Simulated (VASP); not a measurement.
# MgO (I4/mmm) in VASP: a series of runs, part 2 of 3

VASP 6.6.1.

### Step 4. Single point, PBE (strain +0.0450 x Voigt [0, 0, 1, 0, 0, 0])

File INCAR:

```
SYSTEM = MgO
PREC = Accurate
ENCUT = 520
EDIFF = 1E-6
ISMEAR = 0
SIGMA = 0.05
LREAL = .FALSE.
LASPH = .TRUE.
NELM = 100
ALGO = Normal
ISIF = 2
LWAVE = .FALSE.
LCHARG = .TRUE.
GGA = PE
LELF = .TRUE.
LVHAR = .TRUE.
NBANDS = 11
```

File KPOINTS:

```
regular mesh
0
G
  10 10 10
  0 0 0
```

File POSCAR:

```
MgO
1.0
    0.0000000000      2.1269229054      2.2226344361
    2.1269229054      0.0000000000      2.2226344361
    2.1269229054      2.1269229054      0.0000000000
Mg O
1 1
Direct
    0.0000000000      0.0000000000      0.0000000000
    0.5000000000      0.5000000000      0.5000000000
```

Potentials or basis: VASP PAW PBE potentials, release 64 (Mg, O).

Run with:

```bash
$ cat potpaw_PBE.64/Mg/POTCAR potpaw_PBE.64/O/POTCAR > POTCAR
$ mpirun -np 1 vasp_std > vasp.out
```

OUTCAR:

```text
SYSTEM = MgO
   PREC = Accurate
   ENCUT = 520
   EDIFF = 1E-6
   ISMEAR = 0
   LREAL = .FALSE.
   LASPH = .TRUE.
   NELM = 100
   ISIF = 2
   GGA = PE

 ion  position               nearest neighbor table
   1  0.000  0.000  0.000-   2 2.13   2 2.13   2 2.13   2 2.13   2 2.22   2 2.22
   2  0.500  0.500  0.500-   1 2.13   1 2.13   1 2.13   1 2.13   1 2.22   1 2.22

  LATTYP: Found a body centered tetragonal cell.
 ALAT       =     3.0079232189
 C/A-ratio  =     1.4778531727

  Lattice vectors:

 A1 = (  -2.1269229054,   0.0000000000,   2.2226344361)
 A2 = (   2.1269229054,   0.0000000000,   2.2226344361)
 A3 = (   0.0000000000,   2.1269229054,  -2.2226344361)

Analysis of symmetry for initial positions (statically):
=====================================================================
 Subroutine PRICEL returns:
 Original cell was already a primitive cell.

 Routine SETGRP: Setting up the symmetry group for a
 body centered tetragonal supercell.

 Subroutine GETGRP returns: Found 16 space group operations
 (whereof 16 operations were pure point group operations)
 out of a pool of 16 trial point group operations.

The static configuration has the point symmetry D_4h.

Analysis of symmetry for dynamics (positions and initial velocities):
[... 168 lines left out ...]
      1     -14.2530      2.00000
      2       2.6193      2.00000
      3       2.6193      2.00000
      4       2.7133      2.00000
      5       6.6878      0.00000
      6      17.7607      0.00000
      7      18.2046      0.00000
      8      18.2046      0.00000
      9      21.7885      0.00000
     10      22.8018      0.00000
     11      24.1466      0.00000
[... 309 lines left out ...]
 k-point    24 :       0.4000    0.3000    0.0000
  band No.  band energies     occupation
      1     -13.2370      2.00000
      2      -0.7013      2.00000
      3       1.5064      2.00000
      4       1.7388      2.00000
      5      11.4953      0.00000
      6      12.8569      0.00000
      7      15.1270      0.00000
      8      20.2247      0.00000
      9      20.3450      0.00000
     10      26.9931      0.00000
     11      27.8237      0.00000

 [... further k-points ...]
[... 5 lines left out ...]
  --------------------------------------------------------------------------------------
  -------------------------------------------------------------------------------------
  Total       -0.5579977     -0.5579977     -1.2359649      0.0000000      0.0000000      0.0000000
  in kB      -44.4571377    -44.4571377    -98.4725483      0.0000000      0.0000000      0.0000000
  external PRESSURE =     -62.4622746 kB  Pullay stress =       0.0000000 kB

 VOLUME and BASIS-vectors are now :
 -----------------------------------------------------------------------------
  energy-cutoff  :      520.00
  volume of cell :       20.11
      direct lattice vectors                 reciprocal lattice vectors
     0.000000000  2.126922905  2.222634436    -0.235081393  0.235081393  0.224958271
     2.126922905  0.000000000  2.222634436     0.235081393 -0.235081393  0.224958271
     2.126922905  2.126922905  0.000000000     0.235081393  0.235081393 -0.224958271

 POSITION                                       TOTAL-FORCE (eV/Angst)
 -----------------------------------------------------------------------------------
      0.00000      0.00000      0.00000         0.000000     -0.000000      0.000000
      2.12692      2.12692      2.22263         0.000000      0.000000     -0.000000
 -----------------------------------------------------------------------------------
    total drift:                               -0.000000     -0.000000      0.000000

  FREE ENERGIE OF THE ION-ELECTRON SYSTEM (eV)
  ---------------------------------------------------
  free  energy   TOTEN  =       -11.8817143064 eV

  energy  without entropy=      -11.8817143064  energy(sigma->0) =      -11.88171431
```

OSZICAR:

```text
N       E                     dE             d eps       ncg     rms          rms(c)
DAV:   1     0.126346708441E+02    0.12635E+02   -0.45684E+03  2612   0.643E+02
DAV:   2    -0.128795984456E+02   -0.25514E+02   -0.24930E+02  2590   0.132E+02
DAV:   3    -0.134474009978E+02   -0.56780E+00   -0.56737E+00  2707   0.170E+01
DAV:   4    -0.134489272955E+02   -0.15263E-02   -0.15263E-02  2451   0.997E-01
DAV:   5    -0.134489324247E+02   -0.51292E-05   -0.51292E-05  2655   0.571E-02    0.719E+00
DAV:   6    -0.119051905010E+02    0.15437E+01   -0.94310E+00  2352   0.164E+01    0.236E+00
DAV:   7    -0.118887287129E+02    0.16462E-01   -0.81777E-02  2460   0.231E+00    0.136E+00
DAV:   8    -0.118823099982E+02    0.64187E-02   -0.34491E-02  2349   0.204E+00    0.279E-01
DAV:   9    -0.118817581614E+02    0.55184E-03   -0.84790E-04  2598   0.202E-01    0.152E-01
DAV:  10    -0.118817115417E+02    0.46620E-04   -0.63176E-04  2427   0.186E-01    0.856E-03
DAV:  11    -0.118817142269E+02   -0.26852E-05   -0.40071E-06  2652   0.153E-02    0.604E-03
DAV:  12    -0.118817143064E+02   -0.79551E-07   -0.55736E-07  1434   0.583E-03
   1 F= -.11881714E+02 E0= -.11881714E+02  d E =-.433225E-14
```

Wall time 12 s (1 thread of Intel Xeon Platinum 8559C (Emerald Rapids), shared host); peak memory 0.15 GiB.

What came out:

```yaml
Free_energy: -11.8817 eV
Pressure: -6.2 GPa
Band_gap_on_the_k_mesh: 3.97 eV, direct
```

Stress tensor (GPa, compression positive):
```
-4.45  0.00  0.00
 0.00 -4.45  0.00
 0.00  0.00 -9.85
```

Levels at points of the mesh, in eV from the valence-band top:
```tsv
k point	band 1	band 2	band 3	band 4	band 5	band 6	band 7	band 8
(0.00, 0.00, 0.00)	-16.97	-0.09	-0.09	0.00	3.97	15.05	15.49	15.49
(0.50, 0.00, 0.00)	-15.86	-4.36	-0.68	-0.60	7.37	11.71	15.09	15.99
(0.50, 0.50, 0.00)	-15.70	-3.93	-1.20	-1.20	9.18	9.26	11.90	18.17
(0.50, 0.00, 0.50)	-15.59	-3.81	-1.50	-1.22	8.84	9.13	12.47	17.25
```

Caveat: the cell differs from its parent crystal (strain +0.0450 x Voigt [0, 0, 1, 0, 0, 0]).

### Step 5. Single point, PBE (strain +0.0600 x Voigt [0, 0, 1, 0, 0, 0])

File INCAR:

```
PREC = Accurate ; ENCUT = 520
EDIFF = 1E-6 ; ISMEAR = 0
SIGMA = 0.05 ; LREAL = F
LASPH = T ; NELM = 80
ALGO = Normal ; ISIF = 2
LWAVE = F ; LCHARG = F
GGA = PE ; NBANDS = 11
```

File KPOINTS:

```
regular mesh
0
Gamma
  10 10 10
```

File POSCAR:

```
MgO
1.0
    0.0000000000      2.1269229054      2.2545382797
    2.1269229054      0.0000000000      2.2545382797
    2.1269229054      2.1269229054      0.0000000000
Mg O
1 1
Direct
    0.0000000000      0.0000000000      0.0000000000
    0.5000000000      0.5000000000      0.5000000000
```

Potentials or basis: VASP PAW PBE potentials, release 64 (Mg, O).

Run with:

```bash
$ cat potpaw_PBE.64/Mg/POTCAR potpaw_PBE.64/O/POTCAR > POTCAR
$ mpirun -np 1 vasp_std > vasp.out
```

OUTCAR:

```text
PREC = Accurate
   ENCUT = 520
   EDIFF = 1E-6
   ISMEAR = 0
   LREAL = F
   LASPH = T
   NELM = 80
   ISIF = 2
   GGA = PE

 ion  position               nearest neighbor table
   1  0.000  0.000  0.000-   2 2.13   2 2.13   2 2.13   2 2.13   2 2.25   2 2.25
   2  0.500  0.500  0.500-   1 2.13   1 2.13   1 2.13   1 2.13   1 2.25   1 2.25

  LATTYP: Found a body centered tetragonal cell.
 ALAT       =     3.0079232189
 C/A-ratio  =     1.4990663761

  Lattice vectors:

 A1 = (  -2.1269229054,   0.0000000000,   2.2545382797)
[... 513 lines left out ...]
      6      12.7985      0.00000
      7      14.7854      0.00000
      8      20.0604      0.00000
      9      20.1536      0.00000
     10      26.8338      0.00000
     11      27.3686      0.00000

 [... further k-points ...]
[... 5 lines left out ...]
  --------------------------------------------------------------------------------------
  -------------------------------------------------------------------------------------
  Total       -0.7035521     -0.7035521     -1.5030790      0.0000000     -0.0000000      0.0000000
  in kB      -55.2606156    -55.2606156   -118.0595973      0.0000000     -0.0000000      0.0000000
  external PRESSURE =     -76.1936095 kB  Pullay stress =       0.0000000 kB

 VOLUME and BASIS-vectors are now :
 -----------------------------------------------------------------------------
  energy-cutoff  :      520.00
  volume of cell :       20.40
      direct lattice vectors                 reciprocal lattice vectors
     0.000000000  2.126922905  2.254538280    -0.235081393  0.235081393  0.221774899
     2.126922905  0.000000000  2.254538280     0.235081393 -0.235081393  0.221774899
     2.126922905  2.126922905  0.000000000     0.235081393  0.235081393 -0.221774899

 POSITION                                       TOTAL-FORCE (eV/Angst)
 -----------------------------------------------------------------------------------
      0.00000      0.00000      0.00000         0.000000     -0.000000      0.000000
      2.12692      2.12692      2.25454         0.000000      0.000000      0.000000
 -----------------------------------------------------------------------------------
    total drift:                               -0.000000     -0.000000      0.000000

  FREE ENERGIE OF THE ION-ELECTRON SYSTEM (eV)
  ---------------------------------------------------
  free  energy   TOTEN  =       -11.8625270277 eV

  energy  without entropy=      -11.8625270277  energy(sigma->0) =      -11.86252703
```

OSZICAR:

```text
N       E                     dE             d eps       ncg     rms          rms(c)
DAV:   1     0.126109385069E+02    0.12611E+02   -0.45364E+03  2588   0.639E+02
DAV:   2    -0.128361364910E+02   -0.25447E+02   -0.24102E+02  2572   0.130E+02
DAV:   3    -0.134369716419E+02   -0.60084E+00   -0.60008E+00  2705   0.172E+01
DAV:   4    -0.134385400820E+02   -0.15684E-02   -0.15684E-02  2502   0.101E+00
DAV:   5    -0.134385454256E+02   -0.53436E-05   -0.53435E-05  2631   0.581E-02    0.720E+00
DAV:   6    -0.118872251304E+02    0.15513E+01   -0.95922E+00  2376   0.165E+01    0.239E+00
DAV:   7    -0.118699493086E+02    0.17276E-01   -0.94213E-02  2463   0.237E+00    0.137E+00
DAV:   8    -0.118631988306E+02    0.67505E-02   -0.36282E-02  2367   0.208E+00    0.292E-01
DAV:   9    -0.118625793704E+02    0.61946E-03   -0.97791E-04  2592   0.216E-01    0.155E-01
DAV:  10    -0.118625239998E+02    0.55371E-04   -0.67216E-04  2445   0.191E-01    0.883E-03
DAV:  11    -0.118625268396E+02   -0.28398E-05   -0.42833E-06  2643   0.157E-02    0.589E-03
DAV:  12    -0.118625270277E+02   -0.18809E-06   -0.48112E-07  1482   0.556E-03
   1 F= -.11862527E+02 E0= -.11862527E+02  d E =-.518098E-14
```

Run time: 12 s. Hardware: 1 thread of Intel Xeon Platinum 8559C (Emerald Rapids), shared host; peak memory 0.15 GiB.

What came out:

* Free energy: -11.8625 eV
* Pressure: -7.6 GPa
* Band gap on the k mesh: 3.83 eV, direct

Caveat: the cell differs from its parent crystal (strain +0.0600 x Voigt [0, 0, 1, 0, 0, 0]).

[end of part 2 of 3]
